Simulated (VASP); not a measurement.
# Zr3TiC4 (P1) in VASP: relaxation of cell and atoms with PBE

Aim: the relaxation of cell and atoms of Zr3TiC4 with PBE.

Program: VASP 6.6.1. These are calculated values, not measurements. Logs are shortened: lines on timing, memory, paths and dates and some standing lists are left out, and cuts for length are marked.

### Step 1. The cell of the first run

The typed cell holds 8 atoms: a = 3.227 Å, b = 5.606 Å, c = 5.664 Å, α = 108.32°, β = 89.78°, γ = 88.80°.

### Step 2. Relaxation of cell and atoms, PBE

INCAR

```
SYSTEM = Zr3TiC4
PREC = Accurate
ENCUT = 600
EDIFF = 1E-6
ISMEAR = 0
SIGMA = 0.2
LREAL = .False.
LASPH = .True.
NELM = 80
ALGO = Normal
ISIF = 3
LWAVE = .False.
LCHARG = .False.
GGA = PE
IBRION = 2
NSW = 80
EDIFFG = -0.025
```

KPOINTS

```
Automatic mesh
0
Gamma
  6 4 4
  0 0 0
```

POSCAR

```
Zr3TiC4
1.0
    0.0344006310     -0.0170543703      3.2263766065
    3.2743687368     -4.5504858482      0.0583922299
    3.3239448332      4.5855515571      0.0102679710
Zr Ti C
3 1 4
Direct
    0.0156667552      0.4649296417      0.4708933374
    0.5282049740      0.5144426411      0.0235065340
    0.5112511178      0.0015196131      0.4899104400
   -0.0370582904     -0.0021486885     -0.0010539233
    0.0171878062      0.7554653454      0.2462071099
    0.5008508141      0.7512410555      0.7792018639
    0.4864990236      0.2285917764      0.2253651577
   -0.0226022005      0.2859586153      0.7659694803
```

Potentials or basis: VASP PAW PBE potentials, release 64 (Zr_sv, Ti_sv, C).

The run is started by

```bash
$ cat potpaw_PBE.64/Zr_sv/POTCAR potpaw_PBE.64/Ti_sv/POTCAR potpaw_PBE.64/C/POTCAR > POTCAR
$ mpirun -np 1 vasp_std > vasp.out
```

OUTCAR:

```text
SYSTEM = Zr3TiC4
   PREC = Accurate
   ENCUT = 600
   EDIFF = 1E-6
   ISMEAR = 0
   LREAL = .False.
   LASPH = .True.
   NELM = 80
   ISIF = 3
   GGA = PE
   IBRION = 2
   NSW = 80
   EDIFFG = -0.025

 ion  position               nearest neighbor table
   1  0.016  0.465  0.471-   7 2.18   8 2.21   7 2.36   5 2.36   6 2.54   6 2.55   3 3.05   2 3.07
                             4 3.11   2 3.11   3 3.12   3 3.36   3 3.41   2 3.43   2 3.48
   2  0.528  0.514  0.024-   8 2.14   6 2.20   5 2.22   5 2.23   7 2.25   8 2.42   1 3.07   1 3.11
                             4 3.12   3 3.15   4 3.15   4 3.27   1 3.43   3 3.46   1 3.48
   3  0.511  0.002  0.490-   7 2.25   5 2.27   5 2.29   8 2.41   6 2.47   8 2.50   1 3.05   1 3.12
                             4 3.13   2 3.15   4 3.24   4 3.30   1 3.36   4 3.38   1 3.41   2 3.46
   4  0.963  0.998  0.999-   7 2.13   6 2.17   5 2.24   7 2.29   6 2.30   8 2.39   1 3.11   2 3.12
                             3 3.13   2 3.15   3 3.24   2 3.27   3 3.30   3 3.38
   5  0.017  0.755  0.246-   2 2.22   2 2.23   4 2.24   3 2.27   3 2.29   1 2.36
   6  0.501  0.751  0.779-   4 2.17   2 2.20   4 2.30   3 2.47   1 2.54   1 2.55
   7  0.486  0.229  0.225-   4 2.13   1 2.18   2 2.25   3 2.25   4 2.29   1 2.36
   8  0.977  0.286  0.766-   2 2.14   1 2.21   4 2.39   3 2.41   2 2.42   3 2.50

  LATTYP: Found a triclinic cell.
 ALAT       =     6.5987639596
 B/A-ratio  =     0.8582770376
 C/A-ratio  =     0.4889711296
 COS(alpha) =     0.0037906361
 COS(beta)  =     0.0210370138
 COS(gamma) =     0.5911807861

  Lattice vectors:

 A1 = (   6.5983135700,   0.0350657089,   0.0686602009)
 A2 = (   3.3239448332,   4.5855515571,   0.0102679710)
 A3 = (   0.0344006310,  -0.0170543703,   3.2263766065)

Analysis of symmetry for initial positions (statically):
=====================================================================
 Subroutine PRICEL returns:
 Original cell was already a primitive cell.

 Routine SETGRP: Setting up the symmetry group for a
 triclinic supercell.

 Subroutine GETGRP returns: Found  1 space group operations
 (whereof  1 operations were pure point group operations)
 out of a pool of  2 trial point group operations.

The static configuration has the point symmetry C_1 .

Analysis of symmetry for dynamics (positions and initial velocities):
=====================================================================
 Subroutine PRICEL returns:
 Original cell was already a primitive cell.

 Routine SETGRP: Setting up the symmetry group for a
 triclinic supercell.

 Subroutine GETGRP returns: Found  1 space group operations
 (whereof  1 operations were pure point group operations)
 out of a pool of  2 trial point group operations.

The dynamic configuration has the point symmetry C_1 .

 Subroutine INISYM returns: Found  1 space group operations
 (whereof  1 operations are pure point group operations),
 and found     1 'primitive' translations

----------------------------------------------------------------------------------------

                                     Primitive cell

  volume of cell :      97.2306

  direct lattice vectors                    reciprocal lattice vectors
     0.034400631 -0.017054370  3.226376607    -0.003234424  0.001650422  0.309988428
     3.274368737 -4.550485848  0.058392230     0.152162966 -0.110293964 -0.002205414
     3.323944833  4.585551557  0.010267971     0.150987346  0.108631867 -0.001035655

  length of vectors
     3.226605068  5.606408987  5.663567583     0.310009695  0.187944647  0.186008424

  position of ions in fractional coordinates (direct lattice)
     0.015666755  0.464929642  0.470893337
     0.528204974  0.514442641  0.023506534
     0.511251118  0.001519613  0.489910440
     0.962941710  0.997851311  0.998946077
     0.017187806  0.755465345  0.246207110
     0.500850814  0.751241056  0.779201864
     0.486499024  0.228591776  0.225365158
     0.977397799  0.285958615  0.765969480

  ion indices of the primitive-cell ions
   primitive index   ion index
                 1           1
                 2           2
                 3           3
                 4           4
                 5           5
[... 22 lines left out ...]
  Shift w.r.t. Gamma in fractional coordinates (k-lattice)
     0.000000000  0.000000000  0.000000000

 Subroutine IBZKPT returns following result:
 ===========================================

 Found     52 irreducible k-points:

 Following reciprocal coordinates:
            Coordinates               Weight
  0.000000  0.000000  0.000000      1.000000
  0.166667  0.000000  0.000000      2.000000
  0.333333  0.000000  0.000000      2.000000
  0.500000  0.000000  0.000000      1.000000
  0.000000  0.250000 -0.000000      2.000000
  0.166667  0.250000 -0.000000      2.000000
[... 16 lines left out ...]
  0.333333  0.250000  0.250000      2.000000
  0.500000  0.250000  0.250000      2.000000
 [... further k-points ...]
   k-points           NKPTS =     52   k-points in BZ     NKDIM =     52   number of bands    NBANDS=     38
   number of dos      NEDOS =    301   number of ions     NIONS =      8
   total plane-waves  NPLWV =  64512
   dimension x,y,z NGX =    28 NGY =   48 NGZ =   48
   dimension x,y,z NGXF=    56 NGYF=   96 NGZF=   96
   ions per type =               3   1   4
   NGX,Y,Z   is equivalent  to a cutoff of  14.43, 14.23, 14.09 a.u.
   NGXF,Y,Z  is equivalent  to a cutoff of  28.85, 28.47, 28.18 a.u.
 SYSTEM =  Zr3TiC4
   PREC   = accura    normal or accurate (medium, high low for compatibility)
   ISTART =      0    job   : 0-new  1-cont  2-samecut
   ICHARG =      2    charge: 1-file 2-atom 10-const
   ISPIN  =      1    spin polarized calculation?
   LNONCOLLINEAR =      F non collinear calculations
   LSORBIT =      F    spin-orbit coupling
   LASPH  =      T    aspherical Exc in radial PAW
   ENCUT  =  600.0 eV  44.10 Ry    6.64 a.u.   6.44 11.20 11.31*2*pi/ulx,y,z
   NELM   =     80;   NELMIN=  2; NELMDL= -5     # of ELM steps
   EDIFF  = 0.1E-05   stopping-criterion for ELM
   LREAL  =      F    real-space projection
   EDIFFG = -.3E-01   stopping-criterion for IOM
   NSW    =     80    number of steps for IOM
   IBRION =      2    ionic relax: 0-MD 1-quasi-New 2-CG
   NFREE  =      1    steps in history (QN), initial steepest desc. (CG)
   ISIF   =      3    stress and relaxation
   ISYM   =      2    0-nonsym 1-usesym 2-fastsym
   POTIM  = 0.5000    time-step for ionic-motion
   TEBEG  =    0.0;   TEEND  =   0.0 temperature during run
   PSTRESS=    0.0 pullay stress
   NELECT =      64.0000    total number of electrons
   NUPDOWN=      -1.0000    fix difference up-down
   EMIN   =  10.00;   EMAX   =-10.00  energy-range for DOS
   EFERMI =   0.00;   METHOD = LEGACY
   ISMEAR =     0;   SIGMA  =   0.20  broadening in eV -4-tet -1-fermi 0-gaus
   EFERMI_NEDOS =   21; number of points for ismear=-14 and -15
   IALGO  =     38    algorithm
   IMIX   =      4    mixing-type and parameters
     AMIX     =   0.40;   BMIX     =  1.00
     AMIX_MAG =   1.60;   BMIX_MAG =  1.00
  volume/ion in A,a.u.               =      12.15        82.02
  Fermi-wavevector in a.u.,A,eV,Ry     =   1.424078  2.691118 27.592603  2.027999
  Thomas-Fermi vector in A             =   2.544608
   LORBIT       =      0    0 simple, 1 ext, 2 COOP (PROOUT), +10 PAW based schemes
   GGA     = PE    functional components
   LHFCALC =     F    Hartree Fock is set to
   AEXX    =    0.0000 exact exchange contribution
   IVDW    =     0    specifies the selected vdW correction
   LEPSILON=     F    determine dielectric tensor
   LRPA    =     F    only Hartree local field effects (RPA)
 conjugate gradient relaxation of ions
 non-spin polarized calculation
 Gauss-broadening in eV      SIGMA  =   0.20
  energy-cutoff  :      600.00
  volume of cell :       97.23
 maximum number of plane-waves:      3268
 NGX is ok and might be reduce to    28
   NGX = 13   NGY = 23   NGZ = 23

--------------------------------------- Ionic step        1  -------------------------------------------

 number of electron      64.0000000 magnetization

 Free energy of the ion-electron system (eV)
  ---------------------------------------------------
  ext. energy  EPLUGINS =         0.00000000
  ---------------------------------------------------
  free energy    TOTEN  =       -75.08117180 eV

  energy without entropy =      -75.05594538  energy(sigma->0) =      -75.06855859

------------------------ aborting loop because EDIFF is reached ----------------------------------------

  FORCE on cell =-STRESS in cart. coord.  units (eV):
  Direction    XX          YY          ZZ          XY          YZ          ZX
  --------------------------------------------------------------------------------------
  -------------------------------------------------------------------------------------
  Total        2.5470324      7.9454622      6.8370748     -1.3683945      0.3156800     -3.8633798
  in kB       41.9703158    130.9263116    112.6621651    -22.5485749      5.2018137    -63.6612510
  external PRESSURE =      95.1862642 kB  Pullay stress =       0.0000000 kB
[... 107 lines left out ...]
  FREE ENERGIE OF THE ION-ELECTRON SYSTEM (eV)
  ---------------------------------------------------
  free  energy   TOTEN  =       -76.2641276736 eV

  energy  without entropy=      -76.2405331637  energy(sigma->0) =      -76.25233042

[... ionic steps 4 to 11 ...]

--------------------------------------- Ionic step       12  -------------------------------------------

 number of electron      63.9999996 magnetization

------------------------ aborting loop because EDIFF is reached ----------------------------------------
[... 79 lines left out ...]
--------------------------------------- Ionic step       14  -------------------------------------------

 number of electron      63.9999995 magnetization

 Free energy of the ion-electron system (eV)
  ---------------------------------------------------
  ext. energy  EPLUGINS =         0.00000000
  ---------------------------------------------------
  free energy    TOTEN  =       -76.70031225 eV

  energy without entropy =      -76.68031446  energy(sigma->0) =      -76.69031335

 E-fermi :   9.4341     XC(G=0): -12.2083

 val. band max:        9.4282453948   @ k =   0.0000  -0.2500   0.2500
 cond. band min:       9.4415006912   @ k =   0.0000   0.0000   0.0000
 fundamental gap:      0.0132552963
 Fermi energy:         9.4341457538

 k-point     1 :       0.0000    0.0000    0.0000
  band No.  band energies     occupation
      1     -47.4083      2.00000
      2     -38.6387      2.00000
      3     -38.4145      2.00000
      4     -38.3884      2.00000
      5     -23.6621      2.00000
      6     -23.6376      2.00000
[... 973 lines left out ...]
     37      12.3396      0.00000
     38      12.7840      0.00000

 [... further k-points ...]

------------------------ aborting loop because EDIFF is reached ----------------------------------------

  FORCE on cell =-STRESS in cart. coord.  units (eV):
  Direction    XX          YY          ZZ          XY          YZ          ZX
  --------------------------------------------------------------------------------------
  -------------------------------------------------------------------------------------
  Total       -0.0208058     -0.0672218     -0.0431392      0.0049751     -0.0005232     -0.0035205
  in kB       -0.3365124     -1.0872455     -0.6977331      0.0804679     -0.0084619     -0.0569405
  external PRESSURE =      -0.7071637 kB  Pullay stress =       0.0000000 kB
[... 23 lines left out ...]
  FREE ENERGIE OF THE ION-ELECTRON SYSTEM (eV)
  ---------------------------------------------------
  free  energy   TOTEN  =       -76.7003122465 eV

  energy  without entropy=      -76.6803144602  energy(sigma->0) =      -76.69031335

 reached required accuracy - stopping structural energy minimisation
```

It took 43 min on 1 thread of Intel Xeon 8259CL, shared host; peak memory 0.41 GiB.

Results:

```yaml
Free_energy: -76.7003 eV
Relaxed_volume: 12.38 Å³/atom
Relaxed_cell: a = 3.279 Å, b = 5.660 Å, c = 5.660 Å, α = 109.42°, β = 90.00°, γ = 90.00°
Space_group_after_relaxing_to_0.1_Å: Cmmm (No. 65)
Energy_gained_by_relaxing: 202.4 meV/atom
Ionic_steps: 14
Pressure_after_relaxing: -0.1 GPa
Largest_force_after_relaxing: 0.013 eV/Å
Band_gap_on_the_k_mesh: zero (bands 32 and 33 overlap by 1.28 eV)
```

Forces in eV/Å, atoms in the order of the input:
```
Zr  -0.007  0.001 -0.003
Zr   0.009  0.000 -0.003
Zr  -0.008  0.004 -0.001
Ti  -0.001  0.001  0.010
C   -0.005  0.008  0.006
C    0.005 -0.002 -0.010
C    0.007 -0.004 -0.008
C    0.000 -0.009  0.009
```

Step by step:
```csv
step,energy change (eV),largest force (eV/Å),pressure (GPa),volume (Å³)
1,0.0000,4.3936,9.52,97.23
2,-0.8864,1.7791,-14.90,107.66
3,-1.1830,1.3230,-8.90,103.93
4,-1.4361,1.1882,6.45,96.57
5,-1.4916,1.1040,1.35,98.65
6,-1.5985,0.3047,0.94,98.65
7,-1.5990,0.3445,0.94,98.65
8,-1.6135,0.1500,-1.22,99.58
9,-1.6135,0.1557,-1.16,99.54
10,-1.6172,0.1137,0.60,98.76
11,-1.6177,0.0892,0.16,98.96
12,-1.6189,0.0452,0.10,98.97
13,-1.6190,0.0405,0.08,98.98
14,-1.6191,0.0126,-0.07,99.06
```

Final structure:
```
CELL_PARAMETERS angstrom
0.00060 0.00001 3.27893
3.26958 -4.62000 -0.00047
3.26982 4.61960 -0.00030
ATOMIC_POSITIONS crystal
Zr 0.00022 0.50012 0.50006
Zr 0.50002 0.49993 0.99996
Zr 0.49997 0.00009 0.50002
Ti 0.99950 0.00001 0.00004
C 0.99979 0.75511 0.24504
C 0.50039 0.75934 0.75937
C 0.50037 0.24041 0.24045
C 0.99973 0.24501 0.75506
```

Levels at points of the mesh, in eV from the Fermi level:
```tsv
k point	band 29	band 30	band 31	band 32	band 33	band 34	band 35	band 36
(0.00, 0.00, 0.00)	0.01	0.06	0.92	0.95	0.97	1.09	1.11	1.12
(0.50, 0.00, 0.00)	-2.35	-2.16	-2.16	-2.01	2.04	2.67	2.69	3.27
(0.00, 0.50, 0.00)	-1.73	-1.69	-1.65	-1.63	1.31	1.68	1.80	1.99
(0.50, 0.50, 0.00)	-1.76	-1.72	-1.69	-1.66	1.28	1.55	1.62	1.72
(0.00, 0.00, 0.50)	-1.73	-1.69	-1.65	-1.63	1.31	1.68	1.80	1.99
(0.50, 0.00, 0.50)	-1.76	-1.72	-1.69	-1.66	1.28	1.55	1.62	1.72
(0.00, 0.50, 0.50)	-0.60	-0.53	-0.44	-0.39	-0.33	-0.30	2.15	2.50
(0.50, 0.50, 0.50)	-1.68	-1.66	-0.19	0.09	0.09	0.30	2.60	2.97
```
